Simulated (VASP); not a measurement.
Zr2Si3: single point with PBE

The system is Zr2Si3.

```xyz
5
Lattice="3.7442 0.0000 0.0000 -1.8721 3.2426 0.0000 0.0000 0.0000 7.7359" Properties=species:S:1:pos:R:3 pbc="T T T"
Zr    0.0000    2.1617    1.5225
Zr    1.8721    1.0809    6.2134
Si    0.0000    0.0000    0.0000
Si    0.0000    2.1617    4.4159
Si    1.8721    1.0809    3.3200
```

| Quantity | Value |
| --- | --- |
| Program | VASP 6.6.1 |
| Task | single point |
| Functional | PBE |
| Potentials or basis | VASP PAW PBE potentials, release 64 (Zr_sv, Si) |
| Cutoff | 520 eV |
| k mesh | 6 × 6 × 4 |
| Occupations | gaussian, width 0.1 eV |
| Spin | no spin polarisation |
| Dipole correction | no |
| Further INCAR settings | ALGO = Normal; EDIFF = 1e-06; NBANDS = 26 |

The pressure is 0.2 GPa. The largest force is 0.014 eV/Å and the band gap on the k mesh is zero (bands 18 and 19 overlap by 0.51 eV).

Forces on the atoms (eV/Å):
```
Zr   0.000  0.000  0.007
Zr   0.000  0.000 -0.007
Si   0.000  0.000  0.000
Si   0.000  0.000 -0.014
Si   0.000  0.000  0.014
```

Stress tensor (GPa, compression positive):
```
0.13 0.00 0.00
0.00 0.13 0.00
0.00 0.00 0.23
```

Levels at points of the mesh, in eV from the Fermi level:
```csv
k point,band 14,band 15,band 16,band 17,band 18,band 19,band 20,band 21,band 22,band 23
"(0.00, 0.00, 0.00)",-1.76,-1.76,-1.69,-1.69,0.20,0.20,0.88,1.31,1.31,2.14
"(0.50, 0.00, 0.00)",-3.19,-2.96,-2.37,-1.83,-1.02,0.53,1.30,1.60,2.77,2.86
"(0.00, 0.00, 0.50)",-2.25,-0.93,-0.33,-0.33,-0.31,-0.31,0.49,0.49,1.72,2.21
"(0.50, 0.00, 0.50)",-3.00,-2.89,-1.96,-1.95,-1.72,0.11,2.26,2.45,2.79,2.84
```

Run time: 60 s on 1 thread of Intel Xeon 8259CL, with other jobs on the host, peak memory 0.23 GiB.
